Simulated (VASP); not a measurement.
Runs of VASP 6.6.1 on Cs. The structure is that of space group Pm-3m (No. 221), or close to it. The cells are those of the table. 

| task | cell | cutoff (eV) | gap on the mesh (eV) | pressure (GPa) |
| --- | --- | --- | --- | --- |
| single point | a = 2.924 Å, 1 atom | 520 | none | 47.6 |
| relaxation of cell and atoms | relaxed from a = 4.970 Å, 1 atom | 600 | none | 0.0 |
| single point | a = 3.011 Å, 1 atom | 520 | none | 31.7 |
| relaxation of cell and atoms | relaxed to 15 GPa from a = 4.970 Å, 1 atom | 600 | none | 15.0 |
| single point | a = 3.162 Å, 1 atom | 520 | none | (a) |
| single point | a = 4.805 Å, 1 atom | 520 | none | 0.0 |

Alike in all rows: level PBEsol; potentials or basis VASP PAW PBE potentials, release 64 (Cs_sv); no spin polarisation; k mesh 4 × 4 × 4; smearing methfessel-paxton 0.05 eV.

Question: Fill in the values left out.

Answer: (a) 15.8.

Caveats: some runs use coarse meshes; the PAW data sets were made with another functional, which shifts forces and pressure a little; spin-orbit coupling is left out, which moves the levels of the heavy elements; the cell is relaxed towards a set pressure, so the enthalpy falls and the energy may rise (some runs).

A k mesh can miss the band edges, and the runs leave out spin-orbit coupling on Cs.

A gap of «none» marks levels without a gap at the run's occupations.
